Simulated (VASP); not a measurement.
# TaF3 (P6/mmm) in VASP: notebook, part 2 of 3

VASP 6.6.1. Earlier steps stand in the parts before.

## 3. Single point, PBE

This run uses another cell than the first one, of 11.83 Å³/atom.

File INCAR:

```
PREC = Accurate ; ENCUT = 520
EDIFF = 1E-6 ; ISMEAR = 0
SIGMA = 0.1 ; LREAL = F
LASPH = T ; NELM = 60
ALGO = Normal ; ISIF = 2
LWAVE = F ; LCHARG = F
GGA = PE ; NBANDS = 24
```

File KPOINTS:

```
regular mesh
0
Gamma
  12 12 16
```

File POSCAR:

```
TaF3
1.0
    4.3319506741      0.0000000000      0.0000000000
   -2.1659753370      3.7515793317      0.0000000000
    0.0000000000      0.0000000000      2.9109815948
Ta F
1 3
Direct
    0.0000000000      0.0000000000      0.0000000000
    0.5000000000      0.0000000000      0.0000000000
    0.0000000000      0.5000000000      0.0000000000
    0.5000000000      0.5000000000      0.0000000000
```

Potentials or basis: VASP PAW PBE potentials, release 64 (Ta_pv, F).

Started as:

```bash
$ cat potpaw_PBE.64/Ta_pv/POTCAR potpaw_PBE.64/F/POTCAR > POTCAR
$ mpirun -np 1 vasp_std > vasp.out
```

OUTCAR:

```text
PREC = Accurate
   ENCUT = 520
   EDIFF = 1E-6
   ISMEAR = 0
   LREAL = F
   LASPH = T
   NELM = 60
   ISIF = 2
   GGA = PE

 ion  position               nearest neighbor table
   1  0.000  0.000  0.000-   3 2.17   3 2.17   2 2.17   2 2.17   4 2.17   4 2.17
   2  0.500  0.000  0.000-   1 2.17   1 2.17
   3  0.000  0.500  0.000-   1 2.17   1 2.17
   4  0.500  0.500  0.000-   1 2.17   1 2.17

  LATTYP: Found a hexagonal cell.
 ALAT       =     4.3319506741
 C/A-ratio  =     0.6719793954

  Lattice vectors:

 A1 = (   4.3319506741,   0.0000000000,   0.0000000000)
 A2 = (  -2.1659753370,   3.7515793317,   0.0000000000)
 A3 = (   0.0000000000,   0.0000000000,   2.9109815948)

Analysis of symmetry for initial positions (statically):
=====================================================================
 Subroutine PRICEL returns:
 Original cell was already a primitive cell.

 Routine SETGRP: Setting up the symmetry group for a
 hexagonal supercell.

 Subroutine GETGRP returns: Found 24 space group operations
 (whereof 24 operations were pure point group operations)
 out of a pool of 24 trial point group operations.

The static configuration has the point symmetry D_6h.

Analysis of symmetry for dynamics (positions and initial velocities):
=====================================================================
 Subroutine PRICEL returns:
 Original cell was already a primitive cell.

 Routine SETGRP: Setting up the symmetry group for a
 hexagonal supercell.

 Subroutine GETGRP returns: Found 24 space group operations
 (whereof 24 operations were pure point group operations)
 out of a pool of 24 trial point group operations.

The dynamic configuration has the point symmetry D_6h.

 Subroutine INISYM returns: Found 24 space group operations
 (whereof 24 operations are pure point group operations),
 and found     1 'primitive' translations

----------------------------------------------------------------------------------------

                                     Primitive cell

  volume of cell :      47.3083

  direct lattice vectors                    reciprocal lattice vectors
     4.331950674  0.000000000  0.000000000     0.230842887  0.133277203  0.000000000
    -2.165975337  3.751579332  0.000000000     0.000000000  0.266554406  0.000000000
     0.000000000  0.000000000  2.910981595     0.000000000  0.000000000  0.343526734

  length of vectors
     4.331950674  4.331950674  2.910981595     0.266554406  0.266554406  0.343526734

  position of ions in fractional coordinates (direct lattice)
     0.000000000  0.000000000  0.000000000
     0.500000000  0.000000000  0.000000000
     0.000000000  0.500000000  0.000000000
     0.500000000  0.500000000  0.000000000

  ion indices of the primitive-cell ions
   primitive index   ion index
                 1           1
                 2           2
                 3           3
                 4           4

----------------------------------------------------------------------------------------

 KPOINTS: regular mesh

Automatic generation of k-mesh.
 Grid dimensions read from file:
 generate k-points for:   12   12   16

 Generating k-lattice:

  Cartesian coordinates                     Fractional coordinates (reciprocal lattice)
     0.019236907  0.011106434  0.000000000     0.083333333  0.000000000  0.000000000
     0.000000000  0.022212867  0.000000000     0.000000000  0.083333333  0.000000000
     0.000000000  0.000000000  0.021470421     0.000000000  0.000000000  0.062500000

  Length of vectors
     0.022212867  0.022212867  0.021470421

  Shift w.r.t. Gamma in fractional coordinates (k-lattice)
     0.000000000  0.000000000  0.000000000

 Subroutine IBZKPT returns following result:
 ===========================================

 Found    171 irreducible k-points:

 Following reciprocal coordinates:
            Coordinates               Weight
  0.000000  0.000000  0.000000      1.000000
  0.083333  0.000000  0.000000      6.000000
  0.166667  0.000000  0.000000      6.000000
  0.250000  0.000000  0.000000      6.000000
  0.333333  0.000000  0.000000      6.000000
  0.416667 -0.000000  0.000000      6.000000
[... 16 lines left out ...]
  0.250000  0.000000  0.062500     12.000000
  0.333333  0.000000  0.062500     12.000000
 [... further k-points ...]
   k-points           NKPTS =    171   k-points in BZ     NKDIM =    171   number of bands    NBANDS=     24
   number of dos      NEDOS =    301   number of ions     NIONS =      4
   total plane-waves  NPLWV =  24576
   dimension x,y,z NGX =    32 NGY =   32 NGZ =   24
   dimension x,y,z NGXF=    64 NGYF=   64 NGZF=   48
   ions per type =               1   3
   NGX,Y,Z   is equivalent  to a cutoff of  12.28, 12.28, 13.71 a.u.
   NGXF,Y,Z  is equivalent  to a cutoff of  24.56, 24.56, 27.41 a.u.
 SYSTEM =  unknown system
   PREC   = accura    normal or accurate (medium, high low for compatibility)
   ISTART =      0    job   : 0-new  1-cont  2-samecut
   ICHARG =      2    charge: 1-file 2-atom 10-const
   ISPIN  =      1    spin polarized calculation?
   LNONCOLLINEAR =      F non collinear calculations
   LSORBIT =      F    spin-orbit coupling
   LASPH  =      T    aspherical Exc in radial PAW
   ENCUT  =  520.0 eV  38.22 Ry    6.18 a.u.   8.05  8.05  5.41*2*pi/ulx,y,z
   NELM   =     60;   NELMIN=  2; NELMDL= -5     # of ELM steps
   EDIFF  = 0.1E-05   stopping-criterion for ELM
   LREAL  =      F    real-space projection
   EDIFFG = 0.1E-04   stopping-criterion for IOM
   NSW    =      0    number of steps for IOM
   IBRION =     -1    ionic relax: 0-MD 1-quasi-New 2-CG
   NFREE  =      0    steps in history (QN), initial steepest desc. (CG)
   ISIF   =      2    stress and relaxation
   ISYM   =      2    0-nonsym 1-usesym 2-fastsym
   POTIM  = 0.5000    time-step for ionic-motion
   TEBEG  =    0.0;   TEEND  =   0.0 temperature during run
   PSTRESS=    0.0 pullay stress
   NELECT =      32.0000    total number of electrons
   NUPDOWN=      -1.0000    fix difference up-down
   EMIN   =  10.00;   EMAX   =-10.00  energy-range for DOS
   EFERMI =   0.00;   METHOD = LEGACY
   ISMEAR =     0;   SIGMA  =   0.10  broadening in eV -4-tet -1-fermi 0-gaus
   EFERMI_NEDOS =   21; number of points for ismear=-14 and -15
   IALGO  =     38    algorithm
   IMIX   =      4    mixing-type and parameters
     AMIX     =   0.40;   BMIX     =  1.00
     AMIX_MAG =   1.60;   BMIX_MAG =  1.00
  volume/ion in A,a.u.               =      11.83        79.81
  Fermi-wavevector in a.u.,A,eV,Ry     =   1.437074  2.715676 28.098502  2.065182
  Thomas-Fermi vector in A             =   2.556192
   LORBIT       =      0    0 simple, 1 ext, 2 COOP (PROOUT), +10 PAW based schemes
   GGA     = PE    functional components
   LHFCALC =     F    Hartree Fock is set to
   AEXX    =    0.0000 exact exchange contribution
   IVDW    =     0    specifies the selected vdW correction
   LEPSILON=     F    determine dielectric tensor
   LRPA    =     F    only Hartree local field effects (RPA)
 non-spin polarized calculation
 Gauss-broadening in eV      SIGMA  =   0.10
  energy-cutoff  :      520.00
  volume of cell :       47.31
 maximum number of plane-waves:      1289
   NGX = 17   NGY = 17   NGZ = 11

 number of electron      32.0000028 magnetization

 Free energy of the ion-electron system (eV)
  ---------------------------------------------------
  ext. energy  EPLUGINS =         0.00000000
  ---------------------------------------------------
  free energy    TOTEN  =       -25.06171546 eV

  energy without entropy =      -25.05616776  energy(sigma->0) =      -25.05894161

 E-fermi :   3.2247     XC(G=0): -10.9066

 val. band max:        3.2208697376   @ k =   0.3333   0.2500   0.5000
 cond. band min:       3.2283885105   @ k =   0.1667   0.1667   0.3125
 fundamental gap:      0.0075187729
 Fermi energy:         3.2246606211

 k-point     1 :       0.0000    0.0000    0.0000
  band No.  band energies     occupation
      1     -33.3087      2.00000
      2     -33.3087      2.00000
      3     -32.5732      2.00000
      4     -21.8093      2.00000
      5     -19.8338      2.00000
      6     -19.8338      2.00000
[... 637 lines left out ...]
     23      12.9565      0.00000
     24      14.8047      0.00000

 [... further k-points ...]

------------------------ aborting loop because EDIFF is reached ----------------------------------------

  FORCE on cell =-STRESS in cart. coord.  units (eV):
  Direction    XX          YY          ZZ          XY          YZ          ZX
  --------------------------------------------------------------------------------------
  -------------------------------------------------------------------------------------
  Total        0.0133542      0.0133542     -0.1388812      0.0000000     -0.0000000     -0.0000000
  in kB        0.4522620      0.4522620     -4.7034532      0.0000000     -0.0000000     -0.0000000
  external PRESSURE =      -1.2663097 kB  Pullay stress =       0.0000000 kB

 VOLUME and BASIS-vectors are now :
 -----------------------------------------------------------------------------
  energy-cutoff  :      520.00
  volume of cell :       47.31
      direct lattice vectors                 reciprocal lattice vectors
     4.331950674  0.000000000  0.000000000     0.230842887  0.133277203  0.000000000
    -2.165975337  3.751579332  0.000000000     0.000000000  0.266554406  0.000000000
     0.000000000  0.000000000  2.910981595     0.000000000  0.000000000  0.343526734

 POSITION                                       TOTAL-FORCE (eV/Angst)
 -----------------------------------------------------------------------------------
      0.00000      0.00000      0.00000        -0.000000      0.000000      0.000000
      2.16598      0.00000      0.00000        -0.000000      0.000000      0.000000
     -1.08299      1.87579      0.00000         0.000000      0.000000      0.000000
      1.08299      1.87579      0.00000        -0.000000      0.000000      0.000000
 -----------------------------------------------------------------------------------
    total drift:                                0.000000      0.000000     -0.000000

  FREE ENERGIE OF THE ION-ELECTRON SYSTEM (eV)
  ---------------------------------------------------
  free  energy   TOTEN  =       -25.0617154578 eV

  energy  without entropy=      -25.0561677614  energy(sigma->0) =      -25.05894161
```

Run time: 3.3 min. Hardware: 1 thread of Intel Xeon 8259CL, shared host; peak memory 0.29 GiB.

What came out:

```
Free energy            : -25.0617 eV
Pressure               : -0.1 GPa
Band gap on the k mesh : zero (bands 16 and 17 overlap by 1.81 eV)
```

Caveat: spin-orbit coupling is left out, which moves the levels of the heavy elements.

## 4. Single point, PBE, collinear spin

This run uses another cell than the first one, of 18.90 Å³/atom.

File INCAR:

```
ALGO = Normal ; EDIFF = 1E-6
ENCUT = 520 ; GGA = PE
ISIF = 2 ; ISMEAR = 0
ISPIN = 2 ; LASPH = True
LCHARG = False ; LMAXMIX = 4
LORBIT = 11 ; LREAL = False
LWAVE = False ; MAGMOM = 1 0 0 0
NBANDS = 28 ; NELM = 150
PREC = Accurate ; SIGMA = 0.1
```

File KPOINTS:

```
k-points
0
Gamma
  6 6 4
```

File POSCAR:

```
TaF3
1.0
    4.4580325000      0.0000000000      0.0000000000
   -2.2290162500      3.8607694000      0.0000000000
    0.0000000000      0.0000000000      4.3922594200
Ta F
1 3
Direct
    0.0000000000      0.0000000000      0.0000000000
    0.5000000000      0.0000000000      0.0000000000
    0.0000000000      0.5000000000      0.0000000000
    0.5000000000      0.5000000000      0.0000000000
```

Started as:

```bash
$ cat potpaw_PBE.64/Ta_pv/POTCAR potpaw_PBE.64/F/POTCAR > POTCAR
$ mpirun -np 1 vasp_std > vasp.out
```

Run time: 2.3 min. Hardware: 1 thread of Intel Xeon 8259CL, shared host; peak memory 0.27 GiB.

It converged, with:

```yaml
Free_energy: -23.7265 eV
Pressure: -10.1 GPa
Net_moment: 0.50 μB per cell
Site_moments: Ta +0.41; F -0.01 μB
Valence_electrons_inside_the_program's_atomic_spheres: Ta 8.17; F 6.08
```

Stress tensor (GPa, compression positive):
```
-12.09   0.00   0.00
  0.00 -12.09   0.00
  0.00   0.00  -5.97
```

Levels at points of the mesh, in eV from the Fermi level:
Spin up:
```tsv
k point	band 13	band 14	band 15	band 16	band 17	band 18	band 19	band 20
(0.00, 0.00, 0.00)	-4.23	-2.12	-2.12	-1.57	-0.24	-0.24	0.66	0.66
(0.50, 0.00, 0.00)	-4.48	-4.32	-2.36	-1.18	0.25	0.91	1.44	3.63
(0.00, 0.00, 0.50)	-4.28	-2.12	-2.12	-0.48	-0.48	0.39	0.69	0.69
(0.50, 0.00, 0.50)	-4.56	-4.31	-2.36	0.05	0.50	0.72	1.51	3.28
```
Spin down:
```
           k point  band 12  band 13  band 14  band 15  band 16  band 17  band 18  band 19  band 20  band 21
(0.00, 0.00, 0.00)    -4.24    -4.24    -2.13    -2.13    -1.36     0.38     0.38     0.93     0.93     2.65
(0.50, 0.00, 0.00)    -4.81    -4.45    -4.33    -2.37    -0.96     0.84     1.47     1.69     3.84     5.08
(0.00, 0.00, 0.50)    -4.29    -4.29    -2.13    -2.13     0.12     0.12     0.63     0.95     0.95     2.86
(0.50, 0.00, 0.50)    -4.93    -4.53    -4.32    -2.37     0.61     0.75     1.24     1.78     3.40     3.85
```

Caveat: the cell stands under tension; spin-orbit coupling is left out, which moves the levels of the heavy elements.

(Part 2 of 3 ends here.)
